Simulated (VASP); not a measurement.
Wanted: the native input for a VASP 6.6.1 run.

```
Task                   : single point
Functional             : RPBE
Potentials or basis    : VASP PAW PBE potentials, release 64 (Ir)
Cutoff                 : 520 eV
k mesh                 : 14 × 14 × 14
Occupations            : fermi-dirac, width 0.1 eV
Spin                   : no spin polarisation
Dipole correction      : no
Further INCAR settings : ALGO = Normal; EDIFF = 1e-06; NBANDS = 10
```

The structure of Ir lies in POSCAR:

```
Ir
1.0
    2.4772790360      0.0000000000      0.0000000000
    0.0000000000      2.4772790360      0.0000000000
    0.0000000000      0.0000000000      2.4772790360
Ir
1
Direct
    0.0000000000      0.0000000000      0.0000000000
```

This cell differs from its parent crystal: volume scaled by 0.88.

The input as run:

INCAR

```
SYSTEM = Ir
  PREC = Accurate
  ENCUT = 520
  EDIFF = 1E-6
  ISMEAR = -1
  SIGMA = 0.1
  LREAL = .FALSE.
  LASPH = .TRUE.
  NELM = 100
  ALGO = Normal
  ISIF = 2
  LWAVE = .FALSE.
  LCHARG = .FALSE.
  GGA = RP
  NBANDS = 10
```

KPOINTS

```
regular mesh
0
G
  14 14 14
  0 0 0
```

Potentials or basis: VASP PAW PBE potentials, release 64 (Ir).

Launch:

```bash
$ cat potpaw_PBE.64/Ir/POTCAR > POTCAR
$ mpirun -np 1 vasp_std > vasp.out
```

Results of the run:

| Property | Result |
| --- | --- |
| Pressure | 40.1 GPa |

Caveat: the PAW data sets were made with another functional, which shifts forces and pressure a little.

Wall time 7.9 s on 1 thread of AMD EPYC 7R13 Processor (Zen 3) (shared host), peak memory 0.1 GiB.
